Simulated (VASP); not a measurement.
The system is LiCl.

```
Li Cl
1.0
     3.27112    0.00000    0.00000
     0.00000    3.27112    0.00000
     0.00000    0.00000    3.27112
Li Cl
1 1
Cartesian
  0.0000 0.0000 0.0000
  1.6356 1.6356 1.6356
```

Program: VASP 6.6.1. Alike in all runs: task single point; no spin polarisation; cell as given; cutoff (eV) 520; smearing gaussian 0.01 eV.

Problem. Order these runs on this cell by their band gap on the k mesh, lowest first.
A. level r2SCAN; potentials or basis VASP PAW PBE potentials, release 64 (Li_sv, Cl); k mesh 4 × 4 × 4
B. level HSE06; potentials or basis VASP PAW PBE potentials, release 64 (Li_sv, Cl); k mesh 4 × 4 × 4; grid for exact exchange (PRECFOCK) Normal; screening parameter 0.2079 1/Å
C. level PBE; potentials or basis VASP PAW PBE potentials, release 64 (Li_sv, Cl); k mesh 6 × 6 × 6
D. level LDA; potentials or basis VASP PAW LDA potentials, release 64 (Li_sv, Cl); k mesh 4 × 4 × 4

Solution. D (4.14 eV), C (4.43 eV), A (5.38 eV), B (5.70 eV).

Caveats: some runs use coarse meshes.

A k mesh can miss the band edges.
